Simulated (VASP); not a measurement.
A run of VASP 6.6.1 is set up as follows.

INCAR

```
PREC = Accurate
ENCUT = 500
EDIFF = 1E-7
ISMEAR = 0
SIGMA = 0.2
LREAL = F
LASPH = T
NELM = 200
ALGO = Normal
ISIF = 3
LWAVE = F
LCHARG = F
GGA = PE
IBRION = 2
NSW = 80
EDIFFG = -0.025
GGA_COMPAT = F
NELMIN = 4
LMAXMIX = 6
```

KPOINTS

```
Automatic mesh
0
Gamma
  6 6 1
```

Contents of POSCAR:

```
PrAl3Mo2
1.0
    3.3462704382     -0.0424055335     -0.0365491697
   -0.0424055335      3.4694129674     -0.0102591598
   -0.2156997867     -0.0605457962     20.1669634114
Pr Al Mo
2 6 4
Direct
   -0.0201511063     -0.0060640102      0.5016828642
    0.0206679772     -0.0143260998      0.0021468990
    0.5050957798      0.5033654971      0.1179583017
    0.5035790958      0.4809941214      0.6102150042
    0.4905772941      0.4992859807      0.2538154360
    0.4963520268      0.5185008964      0.7530464451
    0.5156144397      0.5146926644      0.3817220992
    0.4954312488      0.5127209407      0.8837369678
    0.0012518464      0.0061260732      0.1870383093
   -0.0116436601     -0.0099177600      0.6884991847
   -0.0071783424      0.0182418398      0.3101936190
    0.0104034003     -0.0236201437      0.8099448697
```

Potentials or basis: VASP PAW PBE potentials, release 64 (Pr_3, Al, Mo_sv), 4f in core.

The run is started by

```console
$ cat potpaw_PBE.64/Pr_3/POTCAR potpaw_PBE.64/Al/POTCAR potpaw_PBE.64/Mo_sv/POTCAR > POTCAR
$ mpirun -np 1 vasp_std > vasp.out
```

Q: Predict the relaxed volume.

A: 18.88 Å³/atom.

Q: Predict the space group after relaxing (to 0.1 Å).

A: P4/mmm (No. 123).

Forces in eV/Å, atoms in the order of the input:
```
Pr   0.006  0.006 -0.008
Pr  -0.010  0.002  0.019
Al  -0.011  0.001 -0.015
Al   0.014  0.006  0.018
Al   0.000 -0.010  0.003
Al  -0.001  0.008  0.017
Al   0.010 -0.010 -0.011
Al  -0.015  0.008 -0.012
Mo  -0.008 -0.008  0.007
Mo   0.011  0.008  0.001
Mo   0.006 -0.008 -0.009
Mo  -0.003 -0.003 -0.012
```

Caveat: spin-orbit coupling is left out, which moves the levels of the heavy elements; the 4f electrons are frozen in the core, so they carry no moment and show no levels. Spin polarisation is off, so any magnetic state and its effect on volume and gap are missing.
